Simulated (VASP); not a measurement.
# Zr2N (P4_2/mnm) in VASP: a series of runs

Zr2N is run at these levels: r2SCAN; tasks: single point.

Everything below comes from runs of VASP 6.6.1. Logs are shortened: lines on timing, memory, paths and dates and some standing lists are left out, and cuts for length are marked.

### 1 The cell of the first run

Symmetry: P4_2/mnm, No. 136, tetragonal system. The conventional cell has a = 5.415 Å, b = 5.415 Å, c = 3.301 Å, α = 90.00°, β = 90.00°, γ = 90.00°. Zr (site symmetry m2m) has 3 N at 2.27 Å within 3.0 Å. N (site symmetry mmm) has 6 Zr at 2.27 Å within 3.0 Å.

### 2 Single point, r2SCAN

Input file POSCAR:

```
Zr2N
1.0
    5.4148107685      0.0000000000      0.0000000000
    0.0000000000      5.4148107685      0.0000000000
    0.0000000000      0.0000000000      3.3012850550
Zr N
4 2
Direct
    0.2958870107      0.2958870107      0.0000000000
    0.7041129893      0.7041129893      0.0000000000
    0.7958870107      0.2041129893      0.5000000000
    0.2041129893      0.7958870107      0.5000000000
    0.0000000000      0.0000000000      0.0000000000
    0.5000000000      0.5000000000      0.5000000000
```

Input file INCAR.step1:

```
  PREC = Accurate
  ENCUT = 520
  ISMEAR = 0
  SIGMA = 0.1
  LREAL = False
  LASPH = True
  NELM = 60
  NBANDS = 38
  GGA = PE
  ALGO = Normal
  EDIFF = 1E-4
  LWAVE = True
  LCHARG = False
```

Input file INCAR.step2:

```
  PREC = Accurate
  ENCUT = 520
  EDIFF = 1E-6
  ISMEAR = 0
  SIGMA = 0.1
  LREAL = False
  LASPH = True
  NELM = 60
  ALGO = Normal
  ISIF = 2
  LWAVE = False
  LCHARG = False
  METAGGA = R2SCAN
  LMIXTAU = True
  NBANDS = 38
  ISTART = 1
```

Input file KPOINTS:

```
Automatic mesh
0
Gamma
  4 4 6
```

Potentials or basis: VASP PAW PBE potentials, release 64 (Zr_sv, N).

The run is started by

```
cat potpaw_PBE.64/Zr_sv/POTCAR potpaw_PBE.64/N/POTCAR > POTCAR
cp INCAR.step1 INCAR
mpirun -np 1 vasp_std > vasp.out
cp INCAR.step2 INCAR
mpirun -np 1 vasp_std > vasp.out
```

OUTCAR:

```text
PREC = Accurate
   ENCUT = 520
   EDIFF = 1E-6
   ISMEAR = 0
   LREAL = False
   LASPH = True
   NELM = 60
   ISIF = 2
   METAGGA = R2SCAN
   ISTART = 1

 ion  position               nearest neighbor table
   1  0.296  0.296  0.000-   5 2.27   6 2.27   6 2.27   2 3.13   4 3.21   3 3.21   4 3.21   3 3.21
                             4 3.21   4 3.21   3 3.21   3 3.21   2 3.89   2 3.89
   2  0.704  0.704  0.000-   5 2.27   6 2.27   6 2.27   1 3.13   4 3.21   3 3.21   4 3.21   3 3.21
                             3 3.21   3 3.21   4 3.21   4 3.21   1 3.89   1 3.89
   3  0.796  0.204  0.500-   6 2.27   5 2.27   5 2.27   4 3.13   1 3.21   1 3.21   2 3.21   2 3.21
                             2 3.21   2 3.21   1 3.21   1 3.21   4 3.89   4 3.89
   4  0.204  0.796  0.500-   6 2.27   5 2.27   5 2.27   3 3.13   1 3.21   1 3.21   2 3.21   2 3.21
                             1 3.21   1 3.21   2 3.21   2 3.21   3 3.89   3 3.89
   5  0.000  0.000  0.000-   1 2.27   2 2.27   3 2.27   4 2.27   3 2.27   4 2.27
   6  0.500  0.500  0.500-   3 2.27   4 2.27   1 2.27   2 2.27   1 2.27   2 2.27

  LATTYP: Found a simple tetragonal cell.
 ALAT       =     5.4148107685
 C/A-ratio  =     0.6096769021

  Lattice vectors:

 A1 = (   5.4148107685,   0.0000000000,   0.0000000000)
 A2 = (   0.0000000000,   5.4148107685,   0.0000000000)
 A3 = (   0.0000000000,   0.0000000000,   3.3012850550)

Analysis of symmetry for initial positions (statically):
=====================================================================
 Subroutine PRICEL returns:
 Original cell was already a primitive cell.

 Routine SETGRP: Setting up the symmetry group for a
 simple tetragonal supercell.

 Subroutine GETGRP returns: Found 16 space group operations
 (whereof  8 operations were pure point group operations)
 out of a pool of 16 trial point group operations.

The static configuration has the point symmetry D_2h.
 The point group associated with its full space group is D_4h.

Analysis of symmetry for dynamics (positions and initial velocities):
=====================================================================
 Subroutine PRICEL returns:
 Original cell was already a primitive cell.

 Routine SETGRP: Setting up the symmetry group for a
 simple tetragonal supercell.

 Subroutine GETGRP returns: Found 16 space group operations
 (whereof  8 operations were pure point group operations)
 out of a pool of 16 trial point group operations.

The dynamic configuration has the point symmetry D_2h.
 The point group associated with its full space group is D_4h.

 Subroutine INISYM returns: Found 16 space group operations
 (whereof  8 operations are pure point group operations),
[... 108 lines left out ...]
   NFREE  =      0    steps in history (QN), initial steepest desc. (CG)
   ISIF   =      2    stress and relaxation
   ISYM   =      2    0-nonsym 1-usesym 2-fastsym
   POTIM  = 0.5000    time-step for ionic-motion
   TEBEG  =    0.0;   TEEND  =   0.0 temperature during run
   PSTRESS=    0.0 pullay stress
   NELECT =      58.0000    total number of electrons
   NUPDOWN=      -1.0000    fix difference up-down
   EMIN   =  10.00;   EMAX   =-10.00  energy-range for DOS
   EFERMI =   0.00;   METHOD = LEGACY
   ISMEAR =     0;   SIGMA  =   0.10  broadening in eV -4-tet -1-fermi 0-gaus
   EFERMI_NEDOS =   21; number of points for ismear=-14 and -15
   IALGO  =     38    algorithm
   IMIX   =      4    mixing-type and parameters
     AMIX     =   0.40;   BMIX     =  1.00
     AMIX_MAG =   1.60;   BMIX_MAG =  1.00
  volume/ion in A,a.u.               =      16.13       108.87
  Fermi-wavevector in a.u.,A,eV,Ry     =   1.380175  2.608153 25.917524  1.904884
  Thomas-Fermi vector in A             =   2.505077
   LORBIT       =      0    0 simple, 1 ext, 2 COOP (PROOUT), +10 PAW based schemes
   METAGGA = R2SCAN    functional components
   LHFCALC =     F    Hartree Fock is set to
   AEXX    =    0.0000 exact exchange contribution
   IVDW    =     0    specifies the selected vdW correction
   LEPSILON=     F    determine dielectric tensor
   LRPA    =     F    only Hartree local field effects (RPA)
 non-spin polarized calculation
 Gauss-broadening in eV      SIGMA  =   0.10
  energy-cutoff  :      520.00
  volume of cell :       96.79
 maximum number of plane-waves:      2632
   NGX = 21   NGY = 21   NGZ = 13

 number of electron      58.0000002 magnetization

 Free energy of the ion-electron system (eV)
  ---------------------------------------------------
  ext. energy  EPLUGINS =         0.00000000
  ---------------------------------------------------
  free energy    TOTEN  =      -117.75684123 eV

  energy without entropy =     -117.74313204  energy(sigma->0) =     -117.74998663

 E-fermi :   9.7126     XC(G=0): -12.5537

 val. band max:        9.7116110526   @ k =   0.2500   0.0000   0.0000
 cond. band min:       9.7206490960   @ k =   0.2500   0.2500   0.1667
 fundamental gap:      0.0090380434
 Fermi energy:         9.7126300159

 k-point     1 :       0.0000    0.0000    0.0000
  band No.  band energies     occupation
      1     -40.6988      2.00000
      2     -40.5533      2.00000
      3     -40.5533      2.00000
      4     -40.4916      2.00000
      5     -18.9236      2.00000
      6     -18.3409      2.00000
[... 973 lines left out ...]
     37      14.6904      0.00000
     38      14.6904      0.00000

------------------------ aborting loop because EDIFF is reached ----------------------------------------

  FORCE on cell =-STRESS in cart. coord.  units (eV):
  Direction    XX          YY          ZZ          XY          YZ          ZX
  --------------------------------------------------------------------------------------
  -------------------------------------------------------------------------------------
  Total        0.0689821      0.0689821      0.0817707      0.0000000      0.0000000      0.0000000
  in kB        1.1418199      1.1418199      1.3535015      0.0000000      0.0000000      0.0000000
  external PRESSURE =       1.2123804 kB  Pullay stress =       0.0000000 kB

 VOLUME and BASIS-vectors are now :
 -----------------------------------------------------------------------------
  energy-cutoff  :      520.00
  volume of cell :       96.79
      direct lattice vectors                 reciprocal lattice vectors
     5.414810768  0.000000000  0.000000000     0.184678661  0.000000000  0.000000000
     0.000000000  5.414810768  0.000000000     0.000000000  0.184678661  0.000000000
     0.000000000  0.000000000  3.301285055     0.000000000  0.000000000  0.302912346

 POSITION                                       TOTAL-FORCE (eV/Angst)
 -----------------------------------------------------------------------------------
      1.60217      1.60217      0.00000        -0.003450     -0.003450      0.000000
      3.81264      3.81264      0.00000         0.003450      0.003450     -0.000000
      4.30958      1.10523      1.65064        -0.003450      0.003450      0.000000
      1.10523      4.30958      1.65064         0.003450     -0.003450      0.000000
      0.00000      0.00000      0.00000         0.000000     -0.000000      0.000000
      2.70741      2.70741      1.65064         0.000000     -0.000000      0.000000
 -----------------------------------------------------------------------------------
    total drift:                                0.000000     -0.000000     -0.000000

  FREE ENERGIE OF THE ION-ELECTRON SYSTEM (eV)
  ---------------------------------------------------
  free  energy   TOTEN  =      -117.7568412325 eV

  energy  without entropy=     -117.7431320356  energy(sigma->0) =     -117.74998663
```

OUTCAR.step1:

```text
PREC = Accurate
   ENCUT = 520
   ISMEAR = 0
   LREAL = False
   LASPH = True
[... 1223 lines left out ...]
      4.30958      1.10523      1.65064        -0.019347      0.019347      0.000000
      1.10523      4.30958      1.65064         0.019347     -0.019347      0.000000
      0.00000      0.00000      0.00000         0.000000     -0.000000      0.000000
      2.70741      2.70741      1.65064         0.000000     -0.000000      0.000000
 -----------------------------------------------------------------------------------
    total drift:                                0.000000     -0.000000     -0.000000

  FREE ENERGIE OF THE ION-ELECTRON SYSTEM (eV)
  ---------------------------------------------------
  free  energy   TOTEN  =       -58.3345783851 eV

  energy  without entropy=      -58.3200390180  energy(sigma->0) =      -58.32730870
```

Wall time 3.2 min (1 thread of AMD EPYC 9R45 (Zen 5), shared host); peak memory 0.21 GiB.

Results:

```
Free energy            : -117.7568 eV
Pressure               : 0.1 GPa
Largest force          : 0.005 eV/Å
Band gap on the k mesh : zero (band 29 reaches 11.24 eV, above the bottom of band 30 at 8.61 eV)
```

Forces on the atoms (eV/Å):
```
Zr  -0.003 -0.003  0.000
Zr   0.003  0.003  0.000
Zr  -0.003  0.003  0.000
Zr   0.003 -0.003  0.000
N    0.000  0.000  0.000
N    0.000  0.000  0.000
```

Caveat: the PAW data sets were made with another functional, which shifts forces and pressure a little.

### 3 Single point, r2SCAN

Input file POSCAR:

```
Zr2N
1.0
    5.4143596014      0.0000000000      0.0000000000
    0.0000000000      5.4143596014      0.0000000000
    0.0000000000      0.0000000000      3.3037933909
Zr N
4 2
Direct
    0.2969898620      0.2969898620      0.0000000000
    0.7030101380      0.7030101380      0.0000000000
    0.7969898620      0.2030101380      0.5000000000
    0.2030101380      0.7969898620      0.5000000000
    0.0000000000      0.0000000000      0.0000000000
    0.5000000000      0.5000000000      0.5000000000
```

Input file INCAR.step1:

```
  ALGO = Normal
  EDIFF = 1E-4
  ENCUT = 520
  GGA = PE
  ISMEAR = 0
  LASPH = True
  LCHARG = False
  LREAL = False
  LWAVE = True
  NBANDS = 38
  NELM = 100
  PREC = Accurate
  SIGMA = 0.1
```

Input file INCAR.step2:

```
  ALGO = Normal
  EDIFF = 1E-6
  ENCUT = 520
  ISIF = 2
  ISMEAR = 0
  ISTART = 1
  LASPH = True
  LCHARG = False
  LMIXTAU = True
  LREAL = False
  LWAVE = False
  METAGGA = R2SCAN
  NBANDS = 38
  NELM = 100
  PREC = Accurate
  SIGMA = 0.1
```

Input file KPOINTS:

```
k-points
0
Gamma
  4 4 8
```

Potentials or basis: VASP PAW PBE potentials, release 64 (Zr_sv, N).

The run is started by

```
cat potpaw_PBE.64/Zr_sv/POTCAR potpaw_PBE.64/N/POTCAR > POTCAR
cp INCAR.step1 INCAR
mpirun -np 1 vasp_std > vasp.out
cp INCAR.step2 INCAR
mpirun -np 1 vasp_std > vasp.out
```

OUTCAR:

```text
EDIFF = 1E-6
   ENCUT = 520
   ISIF = 2
   ISMEAR = 0
   ISTART = 1
   LASPH = True
   LREAL = False
   METAGGA = R2SCAN
   NELM = 100
   PREC = Accurate

 ion  position               nearest neighbor table
   1  0.297  0.297  0.000-   6 2.27   6 2.27   5 2.27   2 3.11   4 3.21   3 3.21   4 3.21   3 3.21
                             4 3.21   4 3.21   3 3.21   3 3.21   2 3.90   2 3.90
   2  0.703  0.703  0.000-   6 2.27   6 2.27   5 2.27   1 3.11   4 3.21   3 3.21   4 3.21   3 3.21
[... 1200 lines left out ...]
  -------------------------------------------------------------------------------------
  Total        0.0808334      0.0808334      0.0954609      0.0000000      0.0000000      0.0000000
  in kB        1.3371942      1.3371942      1.5791702      0.0000000      0.0000000      0.0000000
  external PRESSURE =       1.4178529 kB  Pullay stress =       0.0000000 kB

 VOLUME and BASIS-vectors are now :
 -----------------------------------------------------------------------------
  energy-cutoff  :      520.00
  volume of cell :       96.85
      direct lattice vectors                 reciprocal lattice vectors
     5.414359601  0.000000000  0.000000000     0.184694049  0.000000000  0.000000000
     0.000000000  5.414359601  0.000000000     0.000000000  0.184694049  0.000000000
     0.000000000  0.000000000  3.303793391     0.000000000  0.000000000  0.302682366

 POSITION                                       TOTAL-FORCE (eV/Angst)
 -----------------------------------------------------------------------------------
      1.60801      1.60801      0.00000        -0.004186     -0.004186      0.000000
      3.80635      3.80635      0.00000         0.004186      0.004186     -0.000000
      4.31519      1.09917      1.65190        -0.004186      0.004186     -0.000000
      1.09917      4.31519      1.65190         0.004186     -0.004186      0.000000
      0.00000      0.00000      0.00000         0.000000      0.000000     -0.000000
      2.70718      2.70718      1.65190         0.000000      0.000000     -0.000000
 -----------------------------------------------------------------------------------
    total drift:                                0.000000      0.000000      0.000000

  FREE ENERGIE OF THE ION-ELECTRON SYSTEM (eV)
  ---------------------------------------------------
  free  energy   TOTEN  =      -117.7260615617 eV

  energy  without entropy=     -117.7102079710  energy(sigma->0) =     -117.71813477
```

OUTCAR.step1:

```text
EDIFF = 1E-4
   ENCUT = 520
   GGA = PE
   ISMEAR = 0
[... 1227 lines left out ...]
      4.31519      1.09917      1.65190        -0.038942      0.038942      0.000000
      1.09917      4.31519      1.65190         0.038942     -0.038942     -0.000000
      0.00000      0.00000      0.00000         0.000000      0.000000      0.000000
      2.70718      2.70718      1.65190         0.000000      0.000000      0.000000
 -----------------------------------------------------------------------------------
    total drift:                                0.000000      0.000000      0.000000

  FREE ENERGIE OF THE ION-ELECTRON SYSTEM (eV)
  ---------------------------------------------------
  free  energy   TOTEN  =       -58.3043883823 eV

  energy  without entropy=      -58.2861644672  energy(sigma->0) =      -58.29527642
```

It took 3.8 min on 1 thread of AMD EPYC 9R45 (Zen 5), shared host; peak memory 0.23 GiB.

Results:

```yaml
Free_energy: -117.7261 eV
Pressure: 0.1 GPa
Largest_force: 0.006 eV/Å
Band_gap_on_the_k_mesh: zero (band 29 reaches 11.24 eV, above the bottom of band 30 at 8.61 eV)
```

Forces in eV/Å, atoms in the order of the input:
```
Zr  -0.004 -0.004  0.000
Zr   0.004  0.004  0.000
Zr  -0.004  0.004  0.000
Zr   0.004 -0.004  0.000
N    0.000  0.000  0.000
N    0.000  0.000  0.000
```

Levels at points of the mesh, in eV from the Fermi level:
```csv
k point,band 26,band 27,band 28,band 29,band 30,band 31,band 32,band 33
"(0.00, 0.00, 0.00)",-2.01,0.09,0.80,0.91,1.06,1.06,1.46,1.60
"(0.50, 0.00, 0.00)",-2.15,-1.01,-1.01,1.49,1.49,1.68,1.68,1.88
"(0.50, 0.50, 0.00)",-1.67,-1.06,-1.06,0.97,0.97,1.50,1.50,1.79
"(0.00, 0.00, 0.50)",-1.32,-1.17,-1.17,-1.15,-1.15,2.06,2.06,3.29
"(0.50, 0.00, 0.50)",-1.78,-0.98,-0.98,-0.87,-0.87,1.60,1.60,3.53
"(0.50, 0.50, 0.50)",-1.61,-0.78,-0.78,-0.38,-0.38,1.16,1.16,2.65
```

Caveat: the PAW data sets were made with another functional, which shifts forces and pressure a little.
